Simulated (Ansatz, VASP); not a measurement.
One calculation of B, two programs

```
B
1.0
     2.45400    1.41682    4.18900
    -2.45400    1.41682    4.18900
     0.00000   -2.83364    4.18900
B
12
Cartesian
  -1.5875 0.9165 2.8406
  0.0000 -1.8331 2.8406
  1.5875 0.9165 2.8406
  1.5875 -0.9165 9.7264
  -1.5875 -0.9165 9.7264
  0.0000 1.8331 9.7264
  -1.0103 0.5833 4.4969
  0.0000 -1.1666 4.4969
  1.0103 0.5833 4.4969
  1.0103 -0.5833 8.0701
  -1.0103 -0.5833 8.0701
  0.0000 1.1666 8.0701
```

Alike in both runs: task relaxation of cell and atoms; functional BLYP; k mesh 4 × 4 × 4; occupations fermi-dirac, width 0.05 eV; no spin polarisation.

|  | VASP | Ansatz |
| --- | --- | --- |
| version | VASP 6.6.1 | Ansatz 0.2.0 |
| potentials or method | VASP PAW PBE potentials, release 64 (B), cutoff 600 eV | plane waves (420 eV) with PAW, scalar-relativistic |
| valence electrons in the cell | 36 | 36 |

|  | VASP | Ansatz | Ansatz less VASP |
| --- | --- | --- | --- |
| relaxed volume (Å³/atom) | 7.39 | 7.39 | -0.001 |
| relaxed cell length with the largest relative difference (Å) | 5.074 | 5.074 | +0.0002 |

VASP's potentials were made for PBE, not for BLYP.
